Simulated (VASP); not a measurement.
# Mg2O5 (P4mm) in VASP: single point with PBE

Aim: the single point of Mg2O5 with PBE.

All numbers are computed with VASP 6.6.1; they aren't measurements. Logs are shortened: lines on timing, memory, paths and dates and some standing lists are left out, and cuts for length are marked.

### Step 1. The cell of the first run

The structure is tetragonal, space group P4mm (No. 99). Conventional cell: a = 2.936 Å, b = 2.936 Å, c = 20.906 Å, α = 90.00°, β = 90.00°, γ = 90.00°. Mg (site symmetry 4mm) has 5 O at 2.08 to 2.16 Å within 2.7 Å. Mg (site symmetry 4mm) has 6 O at 2.08 to 2.17 Å within 2.7 Å. Within 2.7 Å of Mg (site symmetry 4mm) lie 6 O at 2.08 to 2.17 Å. Mg (site symmetry 4mm) has 5 O at 2.08 to 2.16 Å within 2.7 Å. Within 1.6 Å of O (site symmetry 4mm) lie 1 O at 1.22 Å. O (site symmetry 4mm) has 1 O at 1.22 Å within 1.6 Å. O (site symmetry 4mm) has 1 O at 1.22 Å within 1.6 Å. O (site symmetry 4mm) has 1 O at 1.22 Å within 1.6 Å.

### Step 2. Single point, PBE

INCAR

```
PREC = Accurate
ENCUT = 520
EDIFF = 1E-7
ISMEAR = 0
SIGMA = 0.1
LREAL = False
LASPH = True
NELM = 80
ALGO = Normal
ISIF = 2
LWAVE = False
LCHARG = False
GGA = PE
NBANDS = 47
```

KPOINTS

```
Automatic mesh
0
Gamma
  10 10 2
```

POSCAR

```
Mg2O5
1.0
    2.9363615384      0.0000000000      0.0000000000
    0.0000000000      2.9363615384      0.0000000000
    0.0000000000      0.0000000000     20.9058551279
Mg O
4 10
Direct
    0.0000000000      0.0000000000      0.0077411630
    0.0000000000      0.0000000000      0.2145113136
    0.5000000000      0.5000000000      0.1103756711
    0.5000000000      0.5000000000      0.3173510593
    0.0000000000      0.0000000000      0.6701773294
    0.0000000000      0.0000000000      0.7283889636
    0.5000000000      0.5000000000      0.7803868984
    0.5000000000      0.5000000000      0.8387982523
    0.5000000000      0.5000000000      0.4703958767
    0.5000000000      0.5000000000      0.5287716854
    0.0000000000      0.0000000000      0.1108628170
    0.0000000000      0.0000000000      0.3177821643
    0.5000000000      0.5000000000      1.0066642142
    0.5000000000      0.5000000000      0.2137925919
```

Potentials or basis: VASP PAW PBE potentials, release 64 (Mg, O).

Launch:

```console
$ cat potpaw_PBE.64/Mg/POTCAR potpaw_PBE.64/O/POTCAR > POTCAR
$ mpirun -np 1 vasp_std > vasp.out
```

OUTCAR:

```text
PREC = Accurate
   ENCUT = 520
   EDIFF = 1E-7
   ISMEAR = 0
   LREAL = False
   LASPH = True
   NELM = 80
   ISIF = 2
   GGA = PE

 ion  position               nearest neighbor table
   1  0.000  0.000  0.008-  13 2.08  13 2.08  13 2.08  13 2.08  11 2.16   3 2.99   3 2.99   3 2.99
                             3 2.99
   2  0.000  0.000  0.215-  14 2.08  14 2.08  14 2.08  14 2.08  12 2.16  11 2.17   4 2.99   4 2.99
                             4 2.99   4 2.99   3 3.01   3 3.01   3 3.01   3 3.01
   3  0.500  0.500  0.110-  11 2.08  11 2.08  11 2.08  11 2.08  14 2.16  13 2.17   1 2.99   1 2.99
                             1 2.99   1 2.99   2 3.01   2 3.01   2 3.01   2 3.01
   4  0.500  0.500  0.317-  12 2.08  12 2.08  12 2.08  12 2.08  14 2.16   2 2.99   2 2.99   2 2.99
                             2 2.99
   5  0.000  0.000  0.670-   6 1.22
   6  0.000  0.000  0.728-   5 1.22
   7  0.500  0.500  0.780-   8 1.22
   8  0.500  0.500  0.839-   7 1.22
   9  0.500  0.500  0.470-  10 1.22
  10  0.500  0.500  0.529-   9 1.22
  11  0.000  0.000  0.111-   3 2.08   3 2.08   3 2.08   3 2.08   1 2.16   2 2.17
  12  0.000  0.000  0.318-   4 2.08   4 2.08   4 2.08   4 2.08   2 2.16
  13  0.500  0.500  0.007-   1 2.08   1 2.08   1 2.08   1 2.08   3 2.17
  14  0.500  0.500  0.214-   2 2.08   2 2.08   2 2.08   2 2.08   3 2.16   4 2.16

  LATTYP: Found a simple tetragonal cell.
 ALAT       =     2.9363615384
 C/A-ratio  =     7.1196461521

  Lattice vectors:

 A1 = (   2.9363615384,   0.0000000000,   0.0000000000)
 A2 = (   0.0000000000,   2.9363615384,   0.0000000000)
 A3 = (   0.0000000000,   0.0000000000,  20.9058551279)

Analysis of symmetry for initial positions (statically):
=====================================================================
 Subroutine PRICEL returns:
 Original cell was already a primitive cell.

 Routine SETGRP: Setting up the symmetry group for a
 simple tetragonal supercell.

 Subroutine GETGRP returns: Found  8 space group operations
 (whereof  8 operations were pure point group operations)
 out of a pool of 16 trial point group operations.

The static configuration has the point symmetry C_4v.

Analysis of symmetry for dynamics (positions and initial velocities):
=====================================================================
 Subroutine PRICEL returns:
 Original cell was already a primitive cell.

 Routine SETGRP: Setting up the symmetry group for a
 simple tetragonal supercell.

 Subroutine GETGRP returns: Found  8 space group operations
 (whereof  8 operations were pure point group operations)
 out of a pool of 16 trial point group operations.

The dynamic configuration has the point symmetry C_4v.

 Subroutine INISYM returns: Found  8 space group operations
 (whereof  8 operations are pure point group operations),
 and found     1 'primitive' translations

----------------------------------------------------------------------------------------

                                     Primitive cell

  volume of cell :     180.2549

  direct lattice vectors                    reciprocal lattice vectors
     2.936361538  0.000000000  0.000000000     0.340557519  0.000000000  0.000000000
     0.000000000  2.936361538  0.000000000     0.000000000  0.340557519  0.000000000
     0.000000000  0.000000000 20.905855128     0.000000000  0.000000000  0.047833489

  length of vectors
     2.936361538  2.936361538 20.905855128     0.340557519  0.340557519  0.047833489

  position of ions in fractional coordinates (direct lattice)
     0.000000000  0.000000000  0.007741163
     0.000000000  0.000000000  0.214511314
     0.500000000  0.500000000  0.110375671
     0.500000000  0.500000000  0.317351059
     0.000000000  0.000000000  0.670177329
     0.000000000  0.000000000  0.728388964
     0.500000000  0.500000000  0.780386898
     0.500000000  0.500000000  0.838798252
     0.500000000  0.500000000  0.470395877
     0.500000000  0.500000000  0.528771685
     0.000000000  0.000000000  0.110862817
     0.000000000  0.000000000  0.317782164
     0.500000000  0.500000000  0.006664214
     0.500000000  0.500000000  0.213792592

  ion indices of the primitive-cell ions
   primitive index   ion index
                 1           1
                 2           2
[... 25 lines left out ...]
     0.000000000  0.034055752  0.000000000     0.000000000  0.100000000  0.000000000
     0.000000000  0.000000000  0.023916745     0.000000000  0.000000000  0.500000000

  Length of vectors
     0.034055752  0.034055752  0.023916745

  Shift w.r.t. Gamma in fractional coordinates (k-lattice)
     0.000000000  0.000000000  0.000000000

 Subroutine IBZKPT returns following result:
 ===========================================

 Found     42 irreducible k-points:

 Following reciprocal coordinates:
            Coordinates               Weight
  0.000000  0.000000  0.000000      1.000000
  0.100000  0.000000  0.000000      4.000000
  0.200000  0.000000  0.000000      4.000000
  0.300000  0.000000  0.000000      4.000000
  0.400000  0.000000  0.000000      4.000000
  0.500000  0.000000  0.000000      2.000000
[... 16 lines left out ...]
  0.100000  0.000000  0.500000      4.000000
  0.200000  0.000000  0.500000      4.000000
 [... further k-points ...]
   k-points           NKPTS =     42   k-points in BZ     NKDIM =     42   number of bands    NBANDS=     47
   number of dos      NEDOS =    301   number of ions     NIONS =     14
   total plane-waves  NPLWV =  92160
   dimension x,y,z NGX =    24 NGY =   24 NGZ =  160
   dimension x,y,z NGXF=    48 NGYF=   48 NGZF=  320
   ions per type =               4  10
   NGX,Y,Z   is equivalent  to a cutoff of  13.59, 13.59, 12.72 a.u.
   NGXF,Y,Z  is equivalent  to a cutoff of  27.18, 27.18, 25.45 a.u.
 SYSTEM =  unknown system
   PREC   = accura    normal or accurate (medium, high low for compatibility)
   ISTART =      0    job   : 0-new  1-cont  2-samecut
   ICHARG =      2    charge: 1-file 2-atom 10-const
   ISPIN  =      1    spin polarized calculation?
   LNONCOLLINEAR =      F non collinear calculations
   LSORBIT =      F    spin-orbit coupling
   LASPH  =      T    aspherical Exc in radial PAW
   ENCUT  =  520.0 eV  38.22 Ry    6.18 a.u.   5.46  5.46 38.87*2*pi/ulx,y,z
   NELM   =     80;   NELMIN=  2; NELMDL= -5     # of ELM steps
   EDIFF  = 0.1E-06   stopping-criterion for ELM
   LREAL  =      F    real-space projection
   EDIFFG = 0.1E-05   stopping-criterion for IOM
   NSW    =      0    number of steps for IOM
   IBRION =     -1    ionic relax: 0-MD 1-quasi-New 2-CG
   NFREE  =      0    steps in history (QN), initial steepest desc. (CG)
   ISIF   =      2    stress and relaxation
   ISYM   =      2    0-nonsym 1-usesym 2-fastsym
   POTIM  = 0.5000    time-step for ionic-motion
   TEBEG  =    0.0;   TEEND  =   0.0 temperature during run
   PSTRESS=    0.0 pullay stress
   NELECT =      68.0000    total number of electrons
   NUPDOWN=      -1.0000    fix difference up-down
   EMIN   =  10.00;   EMAX   =-10.00  energy-range for DOS
   EFERMI =   0.00;   METHOD = LEGACY
   ISMEAR =     0;   SIGMA  =   0.10  broadening in eV -4-tet -1-fermi 0-gaus
   EFERMI_NEDOS =   21; number of points for ismear=-14 and -15
   IALGO  =     38    algorithm
   IMIX   =      4    mixing-type and parameters
     AMIX     =   0.40;   BMIX     =  1.00
     AMIX_MAG =   1.60;   BMIX_MAG =  1.00
  volume/ion in A,a.u.               =      12.88        86.89
  Fermi-wavevector in a.u.,A,eV,Ry     =   1.182902  2.235361 19.038053  1.399257
  Thomas-Fermi vector in A             =   2.319147
   LORBIT       =      0    0 simple, 1 ext, 2 COOP (PROOUT), +10 PAW based schemes
   GGA     = PE    functional components
   LHFCALC =     F    Hartree Fock is set to
   AEXX    =    0.0000 exact exchange contribution
   IVDW    =     0    specifies the selected vdW correction
   LEPSILON=     F    determine dielectric tensor
   LRPA    =     F    only Hartree local field effects (RPA)
 non-spin polarized calculation
 Gauss-broadening in eV      SIGMA  =   0.10
  energy-cutoff  :      520.00
  volume of cell :      180.25
 maximum number of plane-waves:      4917
 NGX is ok and might be reduce to    24
   NGX = 11   NGY = 11   NGZ = 77

 number of electron      67.9999945 magnetization

 Free energy of the ion-electron system (eV)
  ---------------------------------------------------
  ext. energy  EPLUGINS =         0.00000000
  ---------------------------------------------------
  free energy    TOTEN  =       -74.80515257 eV

  energy without entropy =      -74.77092467  energy(sigma->0) =      -74.78803862

 E-fermi :   0.3283     XC(G=0):  -8.8911

 val. band max:        0.3242265518   @ k =   0.3000   0.0000   0.5000
 cond. band min:       0.3436358384   @ k =   0.3000   0.1000   0.5000
 fundamental gap:      0.0194092865
 Fermi energy:         0.3282903920

 k-point     1 :       0.0000    0.0000    0.0000
  band No.  band energies     occupation
      1     -26.7571      2.00000
      2     -26.3339      2.00000
      3     -26.2819      2.00000
      4     -16.7465      2.00000
      5     -16.2101      2.00000
      6     -15.6469      2.00000
[... 1165 lines left out ...]
     45       9.5177      0.00000
     46      10.5590      0.00000

 [... further k-points ...]

 [bands above 46 left out]

------------------------ aborting loop because EDIFF is reached ----------------------------------------

  FORCE on cell =-STRESS in cart. coord.  units (eV):
  Direction    XX          YY          ZZ          XY          YZ          ZX
  --------------------------------------------------------------------------------------
  -------------------------------------------------------------------------------------
  Total       -0.5766510     -0.5766510      3.7822056      0.0000000     -0.0000000     -0.0000000
  in kB       -5.1255050     -5.1255050     33.6177563      0.0000000     -0.0000000     -0.0000000
  external PRESSURE =       7.7889154 kB  Pullay stress =       0.0000000 kB

 VOLUME and BASIS-vectors are now :
 -----------------------------------------------------------------------------
  energy-cutoff  :      520.00
  volume of cell :      180.25
      direct lattice vectors                 reciprocal lattice vectors
     2.936361538  0.000000000  0.000000000     0.340557519  0.000000000  0.000000000
     0.000000000  2.936361538  0.000000000     0.000000000  0.340557519  0.000000000
     0.000000000  0.000000000 20.905855128     0.000000000  0.000000000  0.047833489

 POSITION                                       TOTAL-FORCE (eV/Angst)
 -----------------------------------------------------------------------------------
      0.00000      0.00000      0.16184         0.000000      0.000000      0.020572
      0.00000      0.00000      4.48454         0.000000      0.000000     -0.002495
      1.46818      1.46818      2.30750         0.000000      0.000000     -0.000907
      1.46818      1.46818      6.63450         0.000000      0.000000     -0.017379
      0.00000      0.00000     14.01063         0.000000     -0.000000     -1.173911
      0.00000      0.00000     15.22759         0.000000      0.000000      1.175628
      1.46818      1.46818     16.31466         0.000000      0.000000     -1.133740
      1.46818      1.46818     17.53579         0.000000      0.000000      1.131386
      1.46818      1.46818      9.83403        -0.000000     -0.000000     -1.148307
      1.46818      1.46818     11.05442         0.000000     -0.000000      1.145821
      0.00000      0.00000      2.31768         0.000000     -0.000000      0.005074
      0.00000      0.00000      6.64351         0.000000      0.000000     -0.005478
      1.46818      1.46818      0.13932         0.000000      0.000000      0.005845
      1.46818      1.46818      4.46952         0.000000      0.000000     -0.002108
 -----------------------------------------------------------------------------------
    total drift:                                0.000000     -0.000000     -0.002837

  FREE ENERGIE OF THE ION-ELECTRON SYSTEM (eV)
  ---------------------------------------------------
  free  energy   TOTEN  =       -74.8051525727 eV

  energy  without entropy=      -74.7709246670  energy(sigma->0) =      -74.78803862
```

It took 4.5 min on 1 thread of Intel Xeon 6975P-C (Granite Rapids), shared host; peak memory 0.45 GiB.

Results:

```
Free energy            : -74.8052 eV
Pressure               : 0.8 GPa
Largest force          : 1.176 eV/Å
Band gap on the k mesh : zero (bands 34 and 35 overlap by 0.91 eV)
```

Forces in eV/Å, atoms in the order of the input:
```
Mg   0.000  0.000  0.021
Mg   0.000  0.000 -0.002
Mg   0.000  0.000 -0.001
Mg   0.000  0.000 -0.017
O    0.000  0.000 -1.174
O    0.000  0.000  1.176
O    0.000  0.000 -1.134
O    0.000  0.000  1.131
O    0.000  0.000 -1.148
O    0.000  0.000  1.146
O    0.000  0.000  0.005
O    0.000  0.000 -0.005
O    0.000  0.000  0.006
O    0.000  0.000 -0.002
```

Caveat: the standard files for N, O and F lose accuracy on very short bonds; forces of over 1 eV/Å act on the atoms, so gaps and moduli don't describe the material at rest.
